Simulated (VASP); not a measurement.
# MgO (CsCl type) (Pm-3m) in VASP: further runs

Runs on MgO (CsCl type). Level: PBE. Tasks: single point.

Program: VASP 6.6.1. These are calculated values, not measurements. Logs are shortened: lines on timing, memory, paths and dates and some standing lists are left out, and cuts for length are marked.

### 1 The cell of the first run

The structure is cubic, space group Pm-3m (No. 221). Conventional cell: a = 2.179 Å, b = 2.179 Å, c = 2.179 Å, α = 90.00°, β = 90.00°, γ = 90.00°. Within 2.5 Å of Mg (site symmetry m-3m) lie 8 O at 1.89 Å and 6 Mg at 2.18 Å. Within 2.5 Å of O (site symmetry m-3m) lie 8 Mg at 1.89 Å and 6 O at 2.18 Å.

### 2 Single point, PBE (volume scaled by 0.55)

INCAR reads:

```
PREC = Accurate ; ENCUT = 520
EDIFF = 1E-6 ; ISMEAR = -1
SIGMA = 0.08 ; LREAL = F
LASPH = T ; NELM = 80
ALGO = Normal ; ISIF = 2
LWAVE = F ; LCHARG = F
GGA = PE ; NBANDS = 11
```

KPOINTS reads:

```
regular mesh
0
Gamma
  15 15 15
```

POSCAR reads:

```
MgO
1.0
    2.1792908073      0.0000000000      0.0000000000
    0.0000000000      2.1792908073      0.0000000000
    0.0000000000      0.0000000000      2.1792908073
Mg O
1 1
Direct
    0.0000000000      0.0000000000      0.0000000000
    0.5000000000      0.5000000000      0.5000000000
```

Potentials or basis: VASP PAW PBE potentials, release 64 (Mg, O).

Run with:

```bash
$ cat potpaw_PBE.64/Mg/POTCAR potpaw_PBE.64/O/POTCAR > POTCAR
$ mpirun -np 1 vasp_std > vasp.out
```

OUTCAR:

```text
PREC = Accurate
   ENCUT = 520
   EDIFF = 1E-6
   ISMEAR = -1
   LREAL = F
   LASPH = T
   NELM = 80
   ISIF = 2
   GGA = PE

 ion  position               nearest neighbor table
   1  0.000  0.000  0.000-   2 1.89   2 1.89   2 1.89   2 1.89   2 1.89   2 1.89   2 1.89   2 1.89

   2  0.500  0.500  0.500-   1 1.89   1 1.89   1 1.89   1 1.89   1 1.89   1 1.89   1 1.89   1 1.89

  LATTYP: Found a simple cubic cell.
 ALAT       =     2.1792908073

  Lattice vectors:

 A1 = (   2.1792908073,   0.0000000000,   0.0000000000)
 A2 = (   0.0000000000,   2.1792908073,   0.0000000000)
 A3 = (   0.0000000000,   0.0000000000,   2.1792908073)

Analysis of symmetry for initial positions (statically):
=====================================================================
 Subroutine PRICEL returns:
 Original cell was already a primitive cell.

 Routine SETGRP: Setting up the symmetry group for a
 simple cubic supercell.

 Subroutine GETGRP returns: Found 48 space group operations
[... 9 lines left out ...]

 Routine SETGRP: Setting up the symmetry group for a
 simple cubic supercell.

 Subroutine GETGRP returns: Found 48 space group operations
[... 11 lines left out ...]
                                     Primitive cell

  volume of cell :      10.3501

  direct lattice vectors                    reciprocal lattice vectors
     2.179290807  0.000000000  0.000000000     0.458864873  0.000000000  0.000000000
     0.000000000  2.179290807  0.000000000     0.000000000  0.458864873  0.000000000
     0.000000000  0.000000000  2.179290807     0.000000000  0.000000000  0.458864873

  length of vectors
     2.179290807  2.179290807  2.179290807     0.458864873  0.458864873  0.458864873

  position of ions in fractional coordinates (direct lattice)
     0.000000000  0.000000000  0.000000000
     0.500000000  0.500000000  0.500000000

  ion indices of the primitive-cell ions
   primitive index   ion index
                 1           1
                 2           2

----------------------------------------------------------------------------------------

 KPOINTS: regular mesh

Automatic generation of k-mesh.
 Grid dimensions read from file:
 generate k-points for:   15   15   15

 Generating k-lattice:

  Cartesian coordinates                     Fractional coordinates (reciprocal lattice)
     0.030590992  0.000000000  0.000000000     0.066666667  0.000000000  0.000000000
     0.000000000  0.030590992  0.000000000     0.000000000  0.066666667  0.000000000
     0.000000000  0.000000000  0.030590992     0.000000000  0.000000000  0.066666667

  Length of vectors
     0.030590992  0.030590992  0.030590992

  Shift w.r.t. Gamma in fractional coordinates (k-lattice)
     0.000000000  0.000000000  0.000000000

 Subroutine IBZKPT returns following result:
 ===========================================

 Found    120 irreducible k-points:

 Following reciprocal coordinates:
            Coordinates               Weight
  0.000000  0.000000  0.000000      1.000000
  0.066667  0.000000  0.000000      6.000000
  0.133333  0.000000  0.000000      6.000000
  0.200000  0.000000  0.000000      6.000000
  0.266667  0.000000  0.000000      6.000000
  0.333333  0.000000  0.000000      6.000000
[... 16 lines left out ...]
  0.266667  0.200000  0.000000     24.000000
  0.333333  0.200000  0.000000     24.000000
 [... further k-points ...]
   k-points           NKPTS =    120   k-points in BZ     NKDIM =    120   number of bands    NBANDS=     11
   number of dos      NEDOS =    301   number of ions     NIONS =      2
   total plane-waves  NPLWV =   4096
   dimension x,y,z NGX =    16 NGY =   16 NGZ =   16
   dimension x,y,z NGXF=    32 NGYF=   32 NGZF=   32
   ions per type =               1   1
   NGX,Y,Z   is equivalent  to a cutoff of  12.21, 12.21, 12.21 a.u.
   NGXF,Y,Z  is equivalent  to a cutoff of  24.41, 24.41, 24.41 a.u.
 SYSTEM =  unknown system
   PREC   = accura    normal or accurate (medium, high low for compatibility)
   ISTART =      0    job   : 0-new  1-cont  2-samecut
   ICHARG =      2    charge: 1-file 2-atom 10-const
   ISPIN  =      1    spin polarized calculation?
   LNONCOLLINEAR =      F non collinear calculations
   LSORBIT =      F    spin-orbit coupling
   LASPH  =      T    aspherical Exc in radial PAW
   ENCUT  =  520.0 eV  38.22 Ry    6.18 a.u.   4.05  4.05  4.05*2*pi/ulx,y,z
   NELM   =     80;   NELMIN=  2; NELMDL= -5     # of ELM steps
   EDIFF  = 0.1E-05   stopping-criterion for ELM
   LREAL  =      F    real-space projection
   EDIFFG = 0.1E-04   stopping-criterion for IOM
   NSW    =      0    number of steps for IOM
   IBRION =     -1    ionic relax: 0-MD 1-quasi-New 2-CG
   NFREE  =      0    steps in history (QN), initial steepest desc. (CG)
   ISIF   =      2    stress and relaxation
   ISYM   =      2    0-nonsym 1-usesym 2-fastsym
   POTIM  = 0.5000    time-step for ionic-motion
   TEBEG  =    0.0;   TEEND  =   0.0 temperature during run
   PSTRESS=    0.0 pullay stress
   NELECT =       8.0000    total number of electrons
   NUPDOWN=      -1.0000    fix difference up-down
   EMIN   =  10.00;   EMAX   =-10.00  energy-range for DOS
   EFERMI =   0.00;   METHOD = LEGACY
   ISMEAR =    -1;   SIGMA  =   0.08  broadening in eV -4-tet -1-fermi 0-gaus
   EFERMI_NEDOS =   21; number of points for ismear=-14 and -15
   IALGO  =     38    algorithm
   IMIX   =      4    mixing-type and parameters
     AMIX     =   0.40;   BMIX     =  1.00
     AMIX_MAG =   1.60;   BMIX_MAG =  1.00
  volume/ion in A,a.u.               =       5.18        34.92
  Fermi-wavevector in a.u.,A,eV,Ry     =   1.502414  2.839151 30.711724  2.257248
  Thomas-Fermi vector in A             =   2.613658
   LORBIT       =      0    0 simple, 1 ext, 2 COOP (PROOUT), +10 PAW based schemes
   GGA     = PE    functional components
   LHFCALC =     F    Hartree Fock is set to
   AEXX    =    0.0000 exact exchange contribution
   IVDW    =     0    specifies the selected vdW correction
   LEPSILON=     F    determine dielectric tensor
   LRPA    =     F    only Hartree local field effects (RPA)
 non-spin polarized calculation
  energy-cutoff  :      520.00
  volume of cell :       10.35
 maximum number of plane-waves:       290
   NGX =  9   NGY =  9   NGZ =  9

 number of electron       7.9999992 magnetization

 Free energy of the ion-electron system (eV)
  ---------------------------------------------------
  ext. energy  EPLUGINS =         0.00000000
  ---------------------------------------------------
  free energy    TOTEN  =        -5.93522105 eV

  energy without entropy =       -5.93522105  energy(sigma->0) =       -5.93522105

 E-fermi :  13.5370     XC(G=0): -14.3186

 val. band max:       11.9624154007   @ k =   0.4667   0.4667   0.0000
 cond. band min:      19.2392046054   @ k =   0.4667   0.4667   0.0000
 fundamental gap:      7.2767892047
 Fermi energy:        13.5370189943

 k-point     1 :       0.0000    0.0000    0.0000
  band No.  band energies     occupation
      1     -11.7698      2.00000
      2      10.2105      2.00000
      3      10.2105      2.00000
      4      10.2105      2.00000
      5      22.5169      0.00000
      6      22.8456      0.00000
      7      22.8456      0.00000
      8      43.9257      0.00000
      9      43.9257      0.00000
     10      43.9257      0.00000
     11      47.9279      0.00000

 k-point     2 :       0.0667    0.0000    0.0000
  band No.  band energies     occupation
      1     -11.6738      2.00000
      2       9.6557      2.00000
      3      10.2321      2.00000
      4      10.2321      2.00000
      5      22.6794      0.00000
      6      22.9840      0.00000
      7      23.3812      0.00000
      8      43.5977      0.00000
      9      43.5977      0.00000
     10      43.8938      0.00000
     11      47.3829      0.00000

 k-point     3 :       0.1333    0.0000    0.0000
  band No.  band energies     occupation
      1     -11.3921      2.00000
      2       8.2741      2.00000
      3      10.2936      2.00000
      4      10.2936      2.00000
      5      23.0111      0.00000
      6      23.3988      0.00000
      7      24.8074      0.00000
      8      42.6151      0.00000
      9      42.6151      0.00000
     10      43.8850      0.00000
     11      46.4659      0.00000

 k-point     4 :       0.2000    0.0000    0.0000
  band No.  band energies     occupation
      1     -10.9445      2.00000
      2       6.5349      2.00000
      3      10.3857      2.00000
      4      10.3857      2.00000
      5      23.5037      0.00000
      6      24.0880      0.00000
      7      26.5069      0.00000
      8      41.2171      0.00000
      9      41.2171      0.00000
     10      43.2705      0.00000
     11      44.1476      0.00000

 k-point     5 :       0.2667    0.0000    0.0000
  band No.  band energies     occupation
      1     -10.3695      2.00000
      2       4.7592      2.00000
      3      10.4937      2.00000
      4      10.4937      2.00000
      5      24.1188      0.00000
      6      25.0469      0.00000
      7      27.9701      0.00000
      8      39.8017      0.00000
      9      39.8017      0.00000
     10      40.0866      0.00000
     11      44.9796      0.00000
[... 211 lines left out ...]
 k-point    21 :       0.4667    0.1333    0.0000
  band No.  band energies     occupation
      1      -8.5485      2.00000
      2       1.5625      2.00000
      3       9.3396      2.00000
      4      10.9179      2.00000
      5      26.5576      0.00000
      6      26.7653      0.00000
      7      29.7131      0.00000
      8      33.3210      0.00000
      9      37.0886      0.00000
     10      40.0494      0.00000
     11      42.2920      0.00000

 k-point    22 :       0.2000    0.2000    0.0000
  band No.  band energies     occupation
      1     -10.1910      2.00000
      2       6.8739      2.00000
      3       7.1260      2.00000
      4      10.6336      2.00000
      5      24.6979      0.00000
      6      25.8372      0.00000
      7      27.6591      0.00000
      8      36.8360      0.00000
      9      40.9064      0.00000
     10      41.2008      0.00000
     11      41.8900      0.00000

 k-point    23 :       0.2667    0.2000    0.0000
  band No.  band energies     occupation
      1      -9.6696      2.00000
      2       5.3171      2.00000
      3       7.3102      2.00000
      4      10.7878      2.00000
      5      25.3721      0.00000
      6      25.7554      0.00000
      7      28.6912      0.00000
      8      35.9134      0.00000
      9      39.4600      0.00000
     10      40.8781      0.00000
     11      41.3590      0.00000

 k-point    24 :       0.3333    0.2000    0.0000
  band No.  band energies     occupation
      1      -9.0991      2.00000
      2       3.8111      2.00000
      3       7.6087      2.00000
      4      10.9397      2.00000
      5      25.3699      0.00000
      6      26.1609      0.00000
      7      29.4492      0.00000
      8      35.1750      0.00000
      9      38.1710      0.00000
     10      40.7174      0.00000
     11      41.3138      0.00000

 [... further k-points ...]
[... 5 lines left out ...]
  --------------------------------------------------------------------------------------
  -------------------------------------------------------------------------------------
  Total       18.3468029     18.3468029     18.3468029     -0.0000000      0.0000000      0.0000000
  in kB     2840.0462811   2840.0462811   2840.0462811     -0.0000000      0.0000000      0.0000000
  external PRESSURE =    2840.0462811 kB  Pullay stress =       0.0000000 kB

 VOLUME and BASIS-vectors are now :
 -----------------------------------------------------------------------------
  energy-cutoff  :      520.00
  volume of cell :       10.35
      direct lattice vectors                 reciprocal lattice vectors
     2.179290807  0.000000000  0.000000000     0.458864873  0.000000000  0.000000000
     0.000000000  2.179290807  0.000000000     0.000000000  0.458864873  0.000000000
     0.000000000  0.000000000  2.179290807     0.000000000  0.000000000  0.458864873

 POSITION                                       TOTAL-FORCE (eV/Angst)
 -----------------------------------------------------------------------------------
      0.00000      0.00000      0.00000         0.000000      0.000000      0.000000
      1.08965      1.08965      1.08965         0.000000      0.000000      0.000000
 -----------------------------------------------------------------------------------
    total drift:                                0.000000      0.000000      0.000000

  FREE ENERGIE OF THE ION-ELECTRON SYSTEM (eV)
  ---------------------------------------------------
  free  energy   TOTEN  =        -5.9352210525 eV

  energy  without entropy=       -5.9352210524  energy(sigma->0) =       -5.93522105
```

Wall time 9.3 s (1 thread of AMD EPYC 7R13, shared host); peak memory 0.12 GiB.

What came out:

* Free energy: -5.9352 eV
* Pressure: 284.0 GPa
* Band gap on the k mesh: 7.28 eV, direct

### 3 Single point, PBE (volume scaled by 0.55)

INCAR reads:

```
SYSTEM = MgO
PREC = Accurate ; ENCUT = 520
EDIFF = 1E-7 ; ISMEAR = -1
SIGMA = 0.08 ; LREAL = .False.
LASPH = .True. ; NELM = 80
ALGO = Normal ; ISIF = 2
LWAVE = .False. ; LCHARG = .True.
GGA = PE ; LELF = .True.
LVHAR = .True. ; NBANDS = 11
```

KPOINTS reads:

```
regular mesh
0
Gamma
  15 15 15
  0 0 0
```

POSCAR is that of step 2.

Potentials or basis: VASP PAW PBE potentials, release 64 (Mg, O).

Run with:

```bash
$ cat potpaw_PBE.64/Mg/POTCAR potpaw_PBE.64/O/POTCAR > POTCAR
$ mpirun -np 1 vasp_std > vasp.out
```

Run time: 9.3 s. Hardware: 1 thread of AMD EPYC 7R13, shared host; peak memory 0.12 GiB.

It converged, with:

| Quantity | Value |
| --- | --- |
| Free energy | -5.9352 eV |
| Pressure | 284.0 GPa |
| Band gap on the k mesh | 7.28 eV, direct |

Levels at points of the mesh, in eV from the valence-band top:
| k point | band 1 | band 2 | band 3 | band 4 | band 5 | band 6 | band 7 | band 8 |
| --- | --- | --- | --- | --- | --- | --- | --- | --- |
| (0.00, 0.00, 0.00) | -23.73 | -1.75 | -1.75 | -1.75 | 10.55 | 10.88 | 10.88 | 31.96 |

 A k mesh can miss the band edges.

### 4 Single point, PBE (volume scaled by 0.64)

INCAR reads:

```
PREC     = Accurate       # precision mode
ENCUT    = 520            # plane-wave cutoff, eV
EDIFF    = 1E-7           # SCF threshold, eV
ISMEAR   = -1             # smearing method
SIGMA    = 0.08           # smearing width, eV
LREAL    = False          # projectors in reciprocal space
LASPH    = True           # aspherical terms in the spheres
NELM     = 60             # most SCF steps
ALGO     = Normal         # electronic algorithm
ISIF     = 2              # what is computed and relaxed
LWAVE    = False          # write WAVECAR
LCHARG   = False          # write CHGCAR
GGA      = PE             # functional
NBANDS   = 11             # bands
```

KPOINTS reads:

```
regular mesh
0
Gamma
  15 15 15
```

POSCAR reads:

```
MgO
1.0
    2.2922093608      0.0000000000      0.0000000000
    0.0000000000      2.2922093608      0.0000000000
    0.0000000000      0.0000000000      2.2922093608
Mg O
1 1
Direct
    0.0000000000      0.0000000000      0.0000000000
    0.5000000000      0.5000000000      0.5000000000
```

Run with:

```bash
$ cat potpaw_PBE.64/Mg/POTCAR potpaw_PBE.64/O/POTCAR > POTCAR
$ mpirun -np 1 vasp_std > vasp.out
```

It took 17 s on 1 thread of AMD EPYC 7R13, shared host; peak memory 0.13 GiB.

The run converged. Its results:

- Free energy: -8.1876 eV
- Pressure: 154.5 GPa
- Band gap on the k mesh: 6.69 eV, direct

Levels at points of the mesh, in eV from the valence-band top:
```csv
k point,band 2,band 3,band 4,band 5,band 6,band 7
"(0.00, 0.00, 0.00)",-1.53,-1.53,-1.53,7.78,10.93,10.93
```

 A k mesh can miss the band edges.

### 5 Single point, PBE (volume scaled by 0.64)

INCAR reads:

```
SYSTEM = MgO
ALGO = Normal
EDIFF = 1E-6
ENCUT = 520
GGA = PE
ISIF = 2
ISMEAR = -1
LASPH = .TRUE.
LCHARG = .TRUE.
LELF = .TRUE.
LREAL = .FALSE.
LVHAR = .TRUE.
LWAVE = .FALSE.
NBANDS = 11
NELM = 60
PREC = Accurate
SIGMA = 0.08
```

KPOINTS reads:

```
k-points
0
G
  15 15 15
  0 0 0
```

POSCAR is that of step 4.

Run with:

```bash
$ cat potpaw_PBE.64/Mg/POTCAR potpaw_PBE.64/O/POTCAR > POTCAR
$ mpirun -np 1 vasp_std > vasp.out
```

Run time: 13 s. Hardware: 1 thread of AMD EPYC 7R13, shared host; peak memory 0.13 GiB.

The run converged. Its results:

| Item | Value |
| --- | --- |
| Free energy | -8.1876 eV |
| Pressure | 154.5 GPa |
| Band gap on the k mesh | 6.69 eV, direct |

Levels at points of the mesh, in eV from the valence-band top:
```tsv
k point	band 2	band 3	band 4	band 5	band 6	band 7
(0.00, 0.00, 0.00)	-1.53	-1.53	-1.53	7.78	10.93	10.93
```

 A k mesh can miss the band edges.

### 6 Single point, PBE (volume scaled by 0.72)

INCAR reads:

```
ALGO     = Normal         # electronic algorithm
EDIFF    = 1E-6           # SCF threshold, eV
ENCUT    = 520            # plane-wave cutoff, eV
GGA      = PE             # functional
ISIF     = 2              # what is computed and relaxed
ISMEAR   = -1             # smearing method
LASPH    = True           # aspherical terms in the spheres
LCHARG   = True           # write CHGCAR
LELF     = True           # ELF
LREAL    = False          # projectors in reciprocal space
LVHAR    = True         
LWAVE    = False          # write WAVECAR
NBANDS   = 11             # bands
NELM     = 60             # most SCF steps
PREC     = Accurate       # precision mode
SIGMA    = 0.08           # smearing width, eV
```

KPOINTS reads:

```
k-points
0
Gamma
  15 15 15
```

POSCAR reads:

```
MgO
1.0
    2.3839938052      0.0000000000      0.0000000000
    0.0000000000      2.3839938052      0.0000000000
    0.0000000000      0.0000000000      2.3839938052
Mg O
1 1
Direct
    0.0000000000      0.0000000000      0.0000000000
    0.5000000000      0.5000000000      0.5000000000
```

Potentials or basis: VASP PAW PBE potentials, release 64 (Mg, O).

Run with:

```bash
$ cat potpaw_PBE.64/Mg/POTCAR potpaw_PBE.64/O/POTCAR > POTCAR
$ mpirun -np 1 vasp_std > vasp.out
```

Wall time 18 s (1 thread of AMD EPYC 7R13, shared host); peak memory 0.13 GiB.

The run converged. Its results:

```
Free energy            : -9.3083 eV
Pressure               : 88.7 GPa
Band gap on the k mesh : 5.97 eV, indirect (least direct gap 6.23 eV)
```

Levels at points of the mesh, in eV from the valence-band top:
| k point | band 1 | band 2 | band 3 | band 4 | band 5 | band 6 | band 7 | band 8 |
| --- | --- | --- | --- | --- | --- | --- | --- | --- |
| (0.00, 0.00, 0.00) | -20.91 | -1.36 | -1.36 | -1.36 | 5.97 | 10.88 | 10.88 | 25.81 |

 A k mesh can miss the band edges.

### 7 Overview

| cell | gap on the mesh (eV) | pressure (GPa) |
| --- | --- | --- |
| a = 2.179 Å, 2 atoms | 7.28 | 284.0 |
| a = 2.292 Å, 2 atoms | 6.69 | 154.5 |
| a = 2.384 Å, 2 atoms | 5.97 | 88.7 |

Alike in all rows: task single point; level PBE; potentials or basis VASP PAW PBE potentials, release 64 (Mg, O); no spin polarisation; k mesh 15 × 15 × 15; cutoff (eV) 520; smearing fermi-dirac 0.08 eV.

Total energies depend on the potentials used, so only differences within one code and one set of settings carry meaning.
